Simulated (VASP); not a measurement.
Ag, 3 atoms in the cell. The structure is monoclinic, space group Cm (No. 8). Conventional cell: a = 5.103 Å, b = 2.946 Å, c = 7.403 Å, α = 90.00°, β = 103.28°, γ = 90.00°. Within 3.3 Å of Ag (site symmetry m) lie 12 Ag at 2.41 to 3.21 Å. Ag (site symmetry m) has 12 Ag at 2.41 to 3.17 Å within 3.2 Å. Ag (site symmetry m) has 12 Ag at 2.95 to 3.21 Å within 3.9 Å.  This cell differs from its parent crystal: shortest bond scaled by 0.82.

```yaml
Program: VASP 6.6.1
Task: electric field gradients
Functional: PBE
Potentials_or_basis: VASP PAW PBE potentials, release 64 (Ag)
Cutoff: 520 eV
k_mesh: 12 × 12 × 12
Occupations: fermi-dirac, width 0.05 eV
Spin: no spin polarisation
Dipole_correction: no
Further_INCAR_settings: ALGO = Normal; EDIFF = 1e-08; NBANDS = 24
```

Potentials or basis: VASP PAW PBE potentials, release 64 (Ag).

Command:

```bash
$ cat potpaw_PBE.64/Ag/POTCAR > POTCAR
$ mpirun -np 1 vasp_std > vasp.out
```

Hardware: 1 thread of Intel(R) Xeon(R) Platinum 8259CL CPU @ 2.50GHz (Skylake/Cascade Lake), on a shared host.

Question: How long does it take, and how much memory?

Answer: Run time: 40 min on 1 thread of Intel(R) Xeon(R) Platinum 8259CL CPU @ 2.50GHz (Skylake/Cascade Lake), with other jobs on the host, peak memory 0.73 GiB. Counts: scf iterations 15, k points 476.
